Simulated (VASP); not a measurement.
SiC: single point with r2SCAN

The system is SiC.

```
CELL_PARAMETERS angstrom
3.01379 0.00000 0.00000
-1.50690 2.61002 0.00000
0.00000 0.00000 5.10892
ATOMIC_POSITIONS crystal
Si 0.33333 0.66667 0.49960
Si 0.66667 0.33333 0.99960
C 0.33333 0.66667 0.87540
C 0.66667 0.33333 0.37540
```

This cell differs from its parent crystal: biaxial strain in the a-b plane: -2.0 %.

```yaml
Program: VASP 6.6.1
Task: single point
Functional: r2SCAN
Potentials_or_basis: VASP PAW PBE potentials, release 64 (Si, C)
Cutoff: 520 eV
k_mesh: 12 × 12 × 6
Occupations: gaussian, width 0.02 eV
Spin: no spin polarisation
```

The pressure is 7.1 GPa, the largest force is 0.296 eV/Å and the band gap on the k mesh is 2.48 eV, indirect (least direct gap 4.86 eV).

Forces on the atoms (eV/Å):
```
Si   0.000  0.000  0.296
Si   0.000  0.000  0.296
C    0.000  0.000 -0.296
C    0.000  0.000 -0.296
```

Stress tensor (GPa, compression positive):
```
13.77  0.00  0.00
 0.00 13.77  0.00
 0.00  0.00 -6.16
```

Levels at points of the mesh, in eV from the valence-band top:
```
           k point  band 6  band 7  band 8  band 9  band 10  band 11
(0.00, 0.00, 0.00)   -0.31    0.00    0.00    6.14     6.30     7.62
(0.50, 0.00, 0.00)   -3.45   -3.41   -1.36    3.50     4.45     7.70
(0.00, 0.00, 0.50)   -0.66   -0.66   -0.66    7.11     7.11     8.27
(0.50, 0.00, 0.50)   -2.65   -2.55   -2.55    3.62     3.62     5.79
```

Wall time 2.5 min on 1 thread of Intel(R) Xeon(R) Platinum 8375C CPU @ 2.90GHz (Ice Lake), with other jobs on the host, peak memory 0.18 GiB.

Caveat: the cell differs from its parent crystal (biaxial strain in the a-b plane: -2.0 %); the PAW data sets were made with another functional, which shifts forces and pressure a little. A k mesh can miss the band edges.
